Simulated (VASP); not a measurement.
# SnO (P2_1/m) in VASP: further runs

The runs below take SnO through single point, with PBE.

Program: VASP 6.6.1. These are calculated values, not measurements. Logs are shortened: lines on timing, memory, paths and dates and some standing lists are left out, and cuts for length are marked.

## Step 1: The cell of the first run

Symmetry: P2_1/m, No. 11, monoclinic system. Conventional cell: a = 3.868 Å, b = 3.868 Å, c = 5.082 Å, α = 90.00°, β = 94.57°, γ = 90.00°. Sn (site symmetry m) has 4 O at 2.25 to 2.26 Å within 3.0 Å. Within 3.0 Å of O (site symmetry m) lie 4 Sn at 2.25 to 2.26 Å and 4 O at 2.72 to 2.75 Å.

## Step 2: Single point, PBE

File INCAR:

```
PREC = Accurate
ENCUT = 520
EDIFF = 1E-7
ISMEAR = 0
SIGMA = 0.01
LREAL = False
LASPH = True
NELM = 60
ALGO = Normal
ISIF = 2
LWAVE = False
LCHARG = False
GGA = PE
NBANDS = 28
```

File KPOINTS:

```
Automatic mesh
0
Gamma
  10 10 8
```

File POSCAR:

```
SnO
1.0
    3.8682628244      0.0000000000      0.0000000000
    0.0000000000      3.8682628244      0.0000000000
    0.4052992155      0.0000000000      5.0662401931
Sn O
2 2
Direct
   -0.0207762449      0.5000000000      0.2284555121
    0.5207762449      0.0000000000      0.7715444879
    0.5024547627      0.5000000000      0.0002720565
   -0.0024547627      0.0000000000     -0.0002720565
```

Potentials or basis: VASP PAW PBE potentials, release 64 (Sn_d, O).

Started as:

```console
$ cat potpaw_PBE.64/Sn_d/POTCAR potpaw_PBE.64/O/POTCAR > POTCAR
$ mpirun -np 1 vasp_std > vasp.out
```

OUTCAR:

```text
PREC = Accurate
   ENCUT = 520
   EDIFF = 1E-7
   ISMEAR = 0
   LREAL = False
   LASPH = True
   NELM = 60
   ISIF = 2
   GGA = PE

 ion  position               nearest neighbor table
   1  0.979  0.500  0.228-   3 2.25   4 2.25   4 2.25   3 2.26   2 3.57   2 3.57   2 3.60   2 3.60
                             2 3.70   2 3.70
   2  0.521  0.000  0.772-   4 2.25   3 2.25   3 2.25   4 2.26   1 3.57   1 3.57   1 3.60   1 3.60
                             1 3.70   1 3.70
   3  0.502  0.500  0.000-   1 2.25   2 2.25   2 2.25   1 2.26
   4  0.998  0.000  1.000-   2 2.25   1 2.25   1 2.25   2 2.26

  LATTYP: Found a simple monoclinic cell.
 ALAT       =     3.8682628244
 B/A-ratio  =     1.0000000000
 C/A-ratio  =     1.3138782280
 COS(beta)  =    -0.0797452223

  Lattice vectors:

 A1 = (   3.8682628244,   0.0000000000,   0.0000000000)
 A2 = (   0.0000000000,  -3.8682628244,   0.0000000000)
 A3 = (  -0.4052992155,   0.0000000000,  -5.0662401931)

Analysis of symmetry for initial positions (statically):
=====================================================================
 Subroutine PRICEL returns:
 Original cell was already a primitive cell.

 Routine SETGRP: Setting up the symmetry group for a
 simple monoclinic supercell.

 Subroutine GETGRP returns: Found  4 space group operations
 (whereof  2 operations were pure point group operations)
 out of a pool of  4 trial point group operations.

The static configuration has the point symmetry C_1h.
 The point group associated with its full space group is C_2h.

Analysis of symmetry for dynamics (positions and initial velocities):
=====================================================================
 Subroutine PRICEL returns:
 Original cell was already a primitive cell.

 Routine SETGRP: Setting up the symmetry group for a
 simple monoclinic supercell.

 Subroutine GETGRP returns: Found  4 space group operations
 (whereof  2 operations were pure point group operations)
 out of a pool of  4 trial point group operations.

The dynamic configuration has the point symmetry C_1h.
 The point group associated with its full space group is C_2h.

 Subroutine INISYM returns: Found  4 space group operations
 (whereof  2 operations are pure point group operations),
 and found     1 'primitive' translations

----------------------------------------------------------------------------------------

                                     Primitive cell

  volume of cell :      75.8085

  direct lattice vectors                    reciprocal lattice vectors
     3.868262824  0.000000000  0.000000000     0.258513975  0.000000000 -0.020681118
     0.000000000  3.868262824  0.000000000     0.000000000  0.258513975  0.000000000
     0.405299215  0.000000000  5.066240193     0.000000000  0.000000000  0.197385035

  length of vectors
     3.868262824  3.868262824  5.082426305     0.259339901  0.258513975  0.197385035

  position of ions in fractional coordinates (direct lattice)
     0.979223755  0.500000000  0.228455512
     0.520776245  0.000000000  0.771544488
     0.502454763  0.500000000  0.000272057
     0.997545237  0.000000000  0.999727943

  ion indices of the primitive-cell ions
   primitive index   ion index
                 1           1
                 2           2
                 3           3
                 4           4

----------------------------------------------------------------------------------------

 KPOINTS: Automatic mesh

Automatic generation of k-mesh.
 Grid dimensions read from file:
 generate k-points for:   10   10    8

 Generating k-lattice:

  Cartesian coordinates                     Fractional coordinates (reciprocal lattice)
     0.025851398  0.000000000 -0.002068112     0.100000000  0.000000000  0.000000000
     0.000000000  0.025851398  0.000000000     0.000000000  0.100000000  0.000000000
     0.000000000  0.000000000  0.024673129     0.000000000  0.000000000  0.125000000

  Length of vectors
     0.025933990  0.025851398  0.024673129

  Shift w.r.t. Gamma in fractional coordinates (k-lattice)
     0.000000000  0.000000000  0.000000000

 Subroutine IBZKPT returns following result:
 ===========================================

 Found    252 irreducible k-points:

 Following reciprocal coordinates:
            Coordinates               Weight
  0.000000  0.000000  0.000000      1.000000
  0.100000  0.000000  0.000000      2.000000
  0.200000  0.000000  0.000000      2.000000
  0.300000  0.000000  0.000000      2.000000
  0.400000  0.000000  0.000000      2.000000
  0.500000  0.000000  0.000000      1.000000
[... 16 lines left out ...]
  0.400000  0.300000  0.000000      4.000000
  0.500000  0.300000  0.000000      2.000000
 [... further k-points ...]
   k-points           NKPTS =    252   k-points in BZ     NKDIM =    252   number of bands    NBANDS=     28
   number of dos      NEDOS =    301   number of ions     NIONS =      4
   total plane-waves  NPLWV =  36000
   dimension x,y,z NGX =    30 NGY =   30 NGZ =   40
   dimension x,y,z NGXF=    60 NGYF=   60 NGZF=   80
   ions per type =               2   2
   NGX,Y,Z   is equivalent  to a cutoff of  12.89, 12.89, 13.08 a.u.
   NGXF,Y,Z  is equivalent  to a cutoff of  25.79, 25.79, 26.17 a.u.
 SYSTEM =  unknown system
   PREC   = accura    normal or accurate (medium, high low for compatibility)
   ISTART =      0    job   : 0-new  1-cont  2-samecut
   ICHARG =      2    charge: 1-file 2-atom 10-const
   ISPIN  =      1    spin polarized calculation?
   LNONCOLLINEAR =      F non collinear calculations
   LSORBIT =      F    spin-orbit coupling
   LASPH  =      T    aspherical Exc in radial PAW
   ENCUT  =  520.0 eV  38.22 Ry    6.18 a.u.   7.19  7.19  9.45*2*pi/ulx,y,z
   NELM   =     60;   NELMIN=  2; NELMDL= -5     # of ELM steps
   EDIFF  = 0.1E-06   stopping-criterion for ELM
   LREAL  =      F    real-space projection
   EDIFFG = 0.1E-05   stopping-criterion for IOM
   NSW    =      0    number of steps for IOM
   IBRION =     -1    ionic relax: 0-MD 1-quasi-New 2-CG
   NFREE  =      0    steps in history (QN), initial steepest desc. (CG)
   ISIF   =      2    stress and relaxation
   ISYM   =      2    0-nonsym 1-usesym 2-fastsym
   POTIM  = 0.5000    time-step for ionic-motion
   TEBEG  =    0.0;   TEEND  =   0.0 temperature during run
   PSTRESS=    0.0 pullay stress
   NELECT =      40.0000    total number of electrons
   NUPDOWN=      -1.0000    fix difference up-down
   EMIN   =  10.00;   EMAX   =-10.00  energy-range for DOS
   EFERMI =   0.00;   METHOD = LEGACY
   ISMEAR =     0;   SIGMA  =   0.01  broadening in eV -4-tet -1-fermi 0-gaus
   EFERMI_NEDOS =   21; number of points for ismear=-14 and -15
   IALGO  =     38    algorithm
   IMIX   =      4    mixing-type and parameters
     AMIX     =   0.40;   BMIX     =  1.00
     AMIX_MAG =   1.60;   BMIX_MAG =  1.00
  volume/ion in A,a.u.               =      18.95       127.90
  Fermi-wavevector in a.u.,A,eV,Ry     =   1.322885  2.499891 23.810550  1.750026
  Thomas-Fermi vector in A             =   2.452534
   LORBIT       =      0    0 simple, 1 ext, 2 COOP (PROOUT), +10 PAW based schemes
   GGA     = PE    functional components
   LHFCALC =     F    Hartree Fock is set to
   AEXX    =    0.0000 exact exchange contribution
   IVDW    =     0    specifies the selected vdW correction
   LEPSILON=     F    determine dielectric tensor
   LRPA    =     F    only Hartree local field effects (RPA)
 non-spin polarized calculation
 Gauss-broadening in eV      SIGMA  =   0.01
  energy-cutoff  :      520.00
  volume of cell :       75.81
 maximum number of plane-waves:      2059
 NGX is ok and might be reduce to    30
   NGX = 15   NGY = 15   NGZ = 19

 number of electron      40.0000003 magnetization

 Free energy of the ion-electron system (eV)
  ---------------------------------------------------
  ext. energy  EPLUGINS =         0.00000000
  ---------------------------------------------------
  free energy    TOTEN  =       -22.69815846 eV

  energy without entropy =      -22.69815846  energy(sigma->0) =      -22.69815846

 E-fermi :   6.2422     XC(G=0):  -9.8136

 val. band max:        6.1642978396   @ k =   0.1000   0.0000   0.0000
 cond. band min:       6.7557952225   @ k =   0.5000   0.5000   0.0000
 fundamental gap:      0.5914973829
 Fermi energy:         6.2422290384

 k-point     1 :       0.0000    0.0000    0.0000
  band No.  band energies     occupation
      1     -15.6021      2.00000
      2     -15.2368      2.00000
      3     -15.2354      2.00000
      4     -15.2295      2.00000
      5     -15.1990      2.00000
      6     -15.1873      2.00000
[... 20 lines left out ...]
     27      13.2437      0.00000
     28      14.0347      0.00000

 k-point     2 :       0.1000    0.0000    0.0000
  band No.  band energies     occupation
      1     -15.5968      2.00000
      2     -15.2347      2.00000
      3     -15.2337      2.00000
      4     -15.2285      2.00000
      5     -15.2003      2.00000
      6     -15.1849      2.00000
[... 20 lines left out ...]
     27      13.3004      0.00000
     28      14.6282      0.00000

 k-point     3 :       0.2000    0.0000    0.0000
  band No.  band energies     occupation
      1     -15.5818      2.00000
      2     -15.2627      2.00000
      3     -15.2293      2.00000
      4     -15.2246      2.00000
      5     -15.2070      2.00000
      6     -15.2037      2.00000
[... 20 lines left out ...]
     27      13.4753      0.00000
     28      15.9613      0.00000

 k-point     4 :       0.3000    0.0000    0.0000
  band No.  band energies     occupation
      1     -15.5582      2.00000
      2     -15.3404      2.00000
      3     -15.2234      2.00000
      4     -15.2171      2.00000
      5     -15.2080      2.00000
      6     -15.2016      2.00000
[... 20 lines left out ...]
     27      13.7621      0.00000
     28      16.8607      0.00000

 k-point     5 :       0.4000    0.0000    0.0000
  band No.  band energies     occupation
      1     -15.5250      2.00000
      2     -15.4159      2.00000
      3     -15.2182      2.00000
      4     -15.2115      2.00000
      5     -15.2092      2.00000
      6     -15.1976      2.00000
[... 20 lines left out ...]
     27      14.1863      0.00000
     28      15.8457      0.00000

 k-point     6 :       0.5000    0.0000    0.0000
  band No.  band energies     occupation
      1     -15.4860      2.00000
      2     -15.4705      2.00000
      3     -15.2156      2.00000
      4     -15.2134      2.00000
      5     -15.2047      2.00000
      6     -15.1978      2.00000
[... 463 lines left out ...]
      5     -15.2068      2.00000
      6     -15.2016      2.00000
[... 20 lines left out ...]
     27      14.3067      0.00000
     28      14.9616      0.00000

 k-point    22 :       0.3000    0.3000    0.0000
  band No.  band energies     occupation
      1     -15.5490      2.00000
      2     -15.4374      2.00000
      3     -15.2192      2.00000
      4     -15.2080      2.00000
      5     -15.2068      2.00000
      6     -15.2007      2.00000
[... 20 lines left out ...]
     27      13.4151      0.00000
     28      14.5382      0.00000

 k-point    23 :       0.4000    0.3000    0.0000
  band No.  band energies     occupation
      1     -15.5381      2.00000
      2     -15.4825      2.00000
      3     -15.2130      2.00000
      4     -15.2105      2.00000
      5     -15.2059      2.00000
      6     -15.1948      2.00000
[... 20 lines left out ...]
     27      13.2482      0.00000
     28      14.0112      0.00000

 k-point    24 :       0.5000    0.3000    0.0000
  band No.  band energies     occupation
      1     -15.5200      2.00000
      2     -15.5136      2.00000
      3     -15.2132      2.00000
      4     -15.2122      2.00000
      5     -15.2002      2.00000
      6     -15.1946      2.00000
[... 20 lines left out ...]
     27      13.3447      0.00000
     28      13.7402      0.00000

 [... further k-points ...]
[... 5 lines left out ...]
  --------------------------------------------------------------------------------------
  -------------------------------------------------------------------------------------
  Total        0.1982983      0.2333843      0.2918079      0.0000000      0.0000000     -0.6864213
  in kB        4.1909430      4.9324701      6.1672258      0.0000000      0.0000000    -14.5072013
  external PRESSURE =       5.0968796 kB  Pullay stress =       0.0000000 kB

 VOLUME and BASIS-vectors are now :
 -----------------------------------------------------------------------------
  energy-cutoff  :      520.00
  volume of cell :       75.81
      direct lattice vectors                 reciprocal lattice vectors
     3.868262824  0.000000000  0.000000000     0.258513975  0.000000000 -0.020681118
     0.000000000  3.868262824  0.000000000     0.000000000  0.258513975  0.000000000
     0.405299215  0.000000000  5.066240193     0.000000000  0.000000000  0.197385035

 POSITION                                       TOTAL-FORCE (eV/Angst)
 -----------------------------------------------------------------------------------
      3.88049      1.93413      1.15741        -0.001794      0.000000      0.073659
      2.32721      0.00000      3.90883         0.001794      0.000000     -0.073659
      1.94374      1.93413      0.00138         0.008871      0.000000     -0.000467
      4.26396      0.00000      5.06486        -0.008871      0.000000      0.000467
 -----------------------------------------------------------------------------------
    total drift:                                0.000000      0.000000      0.000000

  FREE ENERGIE OF THE ION-ELECTRON SYSTEM (eV)
  ---------------------------------------------------
  free  energy   TOTEN  =       -22.6981584596 eV

  energy  without entropy=      -22.6981584596  energy(sigma->0) =      -22.69815846
```

Run time: 6.4 min. Hardware: 1 thread of Oxide Virtual Turin-like, shared host; peak memory 0.47 GiB.

What came out:

| Quantity | Value |
| --- | --- |
| Free energy | -22.6982 eV |
| Pressure | 0.5 GPa |
| Largest force | 0.074 eV/Å |
| Band gap on the k mesh | 0.59 eV, indirect (least direct gap 1.87 eV) |

Forces in eV/Å, atoms in the order of the input:
```
Sn  -0.002  0.000  0.074
Sn   0.002  0.000 -0.074
O    0.009  0.000  0.000
O   -0.009  0.000  0.000
```

Levels at points of the mesh, in eV from the valence-band top:
| k point | band 18 | band 19 | band 20 | band 21 | band 22 | band 23 |
| --- | --- | --- | --- | --- | --- | --- |
| (0.00, 0.00, 0.00) | -2.92 | -2.91 | 0.00 | 1.87 | 4.01 | 4.87 |
| (0.50, 0.00, 0.00) | -4.47 | -2.66 | -1.95 | 2.67 | 3.36 | 5.37 |
| (0.00, 0.50, 0.00) | -4.50 | -2.38 | -2.38 | 3.03 | 3.03 | 5.64 |
| (0.50, 0.50, 0.00) | -2.27 | -1.82 | -1.82 | 0.59 | 0.59 | 4.51 |
| (0.00, 0.00, 0.50) | -2.93 | -2.93 | -1.98 | 1.69 | 3.27 | 3.43 |
| (0.50, 0.00, 0.50) | -4.46 | -1.92 | -1.17 | 2.05 | 2.84 | 5.20 |
| (0.00, 0.50, 0.50) | -4.48 | -1.55 | -1.55 | 2.45 | 2.45 | 5.56 |
| (0.50, 0.50, 0.50) | -2.37 | -2.27 | -2.27 | 2.62 | 2.62 | 3.66 |

Caveat: spin-orbit coupling is left out, which moves the levels of the heavy elements.

## Step 3: Single point, PBE (shear of c along a, cell held: +12.0 %, then relaxed in part)

File INCAR:

```
SYSTEM = SnO
PREC = Accurate
ENCUT = 520
EDIFF = 1E-7
ISMEAR = 0
SIGMA = 0.01
LREAL = .False.
LASPH = .True.
NELM = 60
ALGO = Normal
ISIF = 2
LWAVE = .False.
LCHARG = .False.
GGA = PE
NBANDS = 28
```

File KPOINTS:

```
Automatic mesh
0
Gamma
  10 10 8
  0 0 0
```

File POSCAR:

```
SnO
1.0
    3.8682628244      0.0000000000      0.0000000000
    0.0000000000      3.8682628244      0.0000000000
    0.6079488232      0.0000000000      5.0662401931
Sn O
2 2
Direct
   -0.0310851465      0.5000000000      0.2279827662
    0.5310851465      0.0000000000      0.7720172338
    0.5038730984      0.5000000000      0.0005639214
   -0.0038730984      0.0000000000     -0.0005639214
```

Potentials or basis: VASP PAW PBE potentials, release 64 (Sn_d, O).

Started as:

```console
$ cat potpaw_PBE.64/Sn_d/POTCAR potpaw_PBE.64/O/POTCAR > POTCAR
$ mpirun -np 1 vasp_std > vasp.out
```

OUTCAR:

```text
SYSTEM = SnO
   PREC = Accurate
   ENCUT = 520
   EDIFF = 1E-7
   ISMEAR = 0
   LREAL = .False.
   LASPH = .True.
   NELM = 60
   ISIF = 2
   GGA = PE

 ion  position               nearest neighbor table
   1  0.969  0.500  0.228-   3 2.25   3 2.25   4 2.25   4 2.25   2 3.56   2 3.56   2 3.60   2 3.60
                             2 3.63   2 3.63
   2  0.531  0.000  0.772-   4 2.25   4 2.25   3 2.25   3 2.25   1 3.56   1 3.56   1 3.60   1 3.60
                             1 3.63   1 3.63
   3  0.504  0.500  0.001-   1 2.25   1 2.25   2 2.25   2 2.25
   4  0.996  0.000  0.999-   2 2.25   2 2.25   1 2.25   1 2.25

[... 951 lines left out ...]
  -------------------------------------------------------------------------------------
  Total        0.3351407      0.4261159      0.5246158      0.0000000      0.0000000     -1.0018126
  in kB        7.0830450      9.0057651     11.0875149      0.0000000      0.0000000    -21.1728513
  external PRESSURE =       9.0587750 kB  Pullay stress =       0.0000000 kB

 VOLUME and BASIS-vectors are now :
 -----------------------------------------------------------------------------
  energy-cutoff  :      520.00
  volume of cell :       75.81
      direct lattice vectors                 reciprocal lattice vectors
     3.868262824  0.000000000  0.000000000     0.258513975  0.000000000 -0.031021677
     0.000000000  3.868262824  0.000000000     0.000000000  0.258513975  0.000000000
     0.607948823  0.000000000  5.066240193     0.000000000  0.000000000  0.197385035

 POSITION                                       TOTAL-FORCE (eV/Angst)
 -----------------------------------------------------------------------------------
      3.88662      1.93413      1.15502        -0.001951      0.000000      0.077320
      2.52372      0.00000      3.91122         0.001951      0.000000     -0.077320
      1.94946      1.93413      0.00286         0.002695      0.000000     -0.000282
      4.46089      0.00000      5.06338        -0.002695      0.000000      0.000282
 -----------------------------------------------------------------------------------
    total drift:                                0.000000     -0.000000     -0.000000

  FREE ENERGIE OF THE ION-ELECTRON SYSTEM (eV)
  ---------------------------------------------------
  free  energy   TOTEN  =       -22.6641505367 eV

  energy  without entropy=      -22.6641505367  energy(sigma->0) =      -22.66415054
```

Wall time 7.3 min (1 thread of Oxide Virtual Turin-like, shared host); peak memory 0.47 GiB.

What came out:

| Property | Result |
| --- | --- |
| Free energy | -22.6642 eV |
| Pressure | 0.9 GPa |
| Largest force | 0.077 eV/Å |
| Band gap on the k mesh | 0.53 eV, indirect (least direct gap 1.83 eV) |

Forces in eV/Å, atoms in the order of the input:
```
Sn  -0.002  0.000  0.077
Sn   0.002  0.000 -0.077
O    0.003  0.000  0.000
O   -0.003  0.000  0.000
```

Levels at points of the mesh, in eV from the valence-band top:
| k point | band 17 | band 18 | band 19 | band 20 | band 21 | band 22 | band 23 | band 24 |
| --- | --- | --- | --- | --- | --- | --- | --- | --- |
| (0.00, 0.00, 0.00) | -3.22 | -2.97 | -2.94 | -0.01 | 1.82 | 3.92 | 4.82 | 4.82 |
| (0.50, 0.00, 0.00) | -4.59 | -4.48 | -2.80 | -1.75 | 2.46 | 3.51 | 5.19 | 5.30 |
| (0.00, 0.50, 0.00) | -4.54 | -4.54 | -2.43 | -2.43 | 3.01 | 3.01 | 5.60 | 5.60 |
| (0.50, 0.50, 0.00) | -2.31 | -2.31 | -1.92 | -1.92 | 0.69 | 0.69 | 4.44 | 4.44 |
| (0.00, 0.00, 0.50) | -3.26 | -2.97 | -2.96 | -2.03 | 1.66 | 3.22 | 3.57 | 3.79 |
| (0.50, 0.00, 0.50) | -4.54 | -4.49 | -2.11 | -0.99 | 1.81 | 3.00 | 5.03 | 5.94 |
| (0.00, 0.50, 0.50) | -4.53 | -4.53 | -1.57 | -1.57 | 2.42 | 2.42 | 5.57 | 5.57 |
| (0.50, 0.50, 0.50) | -2.40 | -2.40 | -2.31 | -2.31 | 2.63 | 2.63 | 3.55 | 3.55 |

Caveat: the cell differs from its parent crystal (shear of c along a, cell held: +12.0 %, then relaxed in part); spin-orbit coupling is left out, which moves the levels of the heavy elements.
